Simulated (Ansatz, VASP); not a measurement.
This is a calculation of BAs for VASP 6.6.1.

Contents of INCAR:

```
SYSTEM = BAs
ALGO = Normal
EDIFF = 1E-6
ENCUT = 520
GGA = PE
ISIF = 2
ISMEAR = 0
LASPH = .TRUE.
LCHARG = .FALSE.
LREAL = .FALSE.
LWAVE = .FALSE.
NBANDS = 11
NELM = 60
PREC = Accurate
SIGMA = 0.018000000000000002
```

File KPOINTS:

```
k-points
0
G
  12 8 6
  0 0 0
```

POSCAR

```
BAs
1.0
    2.1275493300      0.0000000000      0.0000000000
    0.0000000000      3.1740629400      0.0000000000
    0.0000000000      0.0000000000      4.9509801800
B As
1 1
Direct
    0.0000000000      0.5000000000      0.0000000000
    0.5000000000      0.5000000000      0.5000000000
```

Potentials or basis: VASP PAW PBE potentials, release 64 (B, As).

The run is started by

```sh
$ cat potpaw_PBE.64/B/POTCAR potpaw_PBE.64/As/POTCAR > POTCAR
$ mpirun -np 1 vasp_std > vasp.out
```

Set up the same calculation for Ansatz 0.2.0. Potentials there: Ansatz PAW.

As run (the cutoff follows the program's own potentials):

File input.yaml:

```yaml
crystal:
  lattice:
    - [2.12754933, 0.0, 0.0]
    - [0.0, 3.17406294, 0.0]
    - [0.0, 0.0, 4.95098018]
  atoms:
    - { symbol: B, position: [0.0, 0.5, 0.0] }
    - { symbol: As, position: [0.5, 0.5, 0.5] }
hamiltonian:
  xc: pbe
  pseudopotentials: { kind: paw }
kpoints:
  mp_grid: { grid: [12, 8, 6] }
scf:
  occupations: { method: gaussian, width: 0.018 }
output:
  forces: true
  stress: true
  eigenvalues: true
```

Potentials or basis: Ansatz PAW.

Command:

```bash
$ ansatz run input.yaml --threads 2 --pin off --max-ram 5632MiB --backend cpu --events-out ev --progress --plain --runs-dir out
```

Both were run:

|  | VASP | Ansatz | Ansatz less VASP |
| --- | --- | --- | --- |
| gap on the k mesh at the Fermi level (eV) | none | none | - |
| pressure (GPa) | 6.0 | 5.5 | -0.51 |
| traceless stress, the component that is largest in VASP (GPa) | 24.45 | 23.64 | -0.809 |

A gap of «none» marks a metal or a gap that the smearing closes. VASP's potentials hold 8 valence electrons a cell and Ansatz's 18, so a difference there can come from the potentials and not from the codes.
